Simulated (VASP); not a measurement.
Here is a VASP 6.6.1 calculation.

File INCAR:

```
ALGO = Normal
EDIFF = 1E-7
ENCUT = 520
GGA = PE
ISIF = 2
ISMEAR = 0
IVDW = 12
LASPH = T
LCHARG = T
LELF = T
LREAL = F
LVHAR = T
LWAVE = F
NBANDS = 34
NELM = 80
PREC = Accurate
SIGMA = 0.1
```

KPOINTS

```
k-points
0
Gamma
  4 4 4
```

Contents of POSCAR:

```
S3O
1.0
    0.0000000000      4.1636802341      4.1636802341
    4.1636802341      0.0000000000      4.1636802341
    4.1636802341      4.1636802341      0.0000000000
S O
6 2
Direct
    0.7499891872      0.2500108128      0.2500108128
    0.2500108128      0.7499891872      0.7499891872
    0.2500108128      0.7499891872      0.2500108128
    0.7499891872      0.2500108128      0.7499891872
    0.2500108128      0.2500108128      0.7499891872
    0.7499891872      0.7499891872      0.2500108128
    0.5000000000      0.5000000000      0.5000000000
    0.0000000000      0.0000000000      0.0000000000
```

Potentials or basis: VASP PAW PBE potentials, release 64 (S, O).

Launch:

```console
$ cat potpaw_PBE.64/S/POTCAR potpaw_PBE.64/O/POTCAR > POTCAR
$ mpirun -np 1 vasp_std > vasp.out
```

(1) Estimate the band gap on the k mesh.

(2) Predict the pressure.

Answers

(1) zero (bands 24 and 25 overlap by 0.95 eV).

(2) -0.4 GPa.
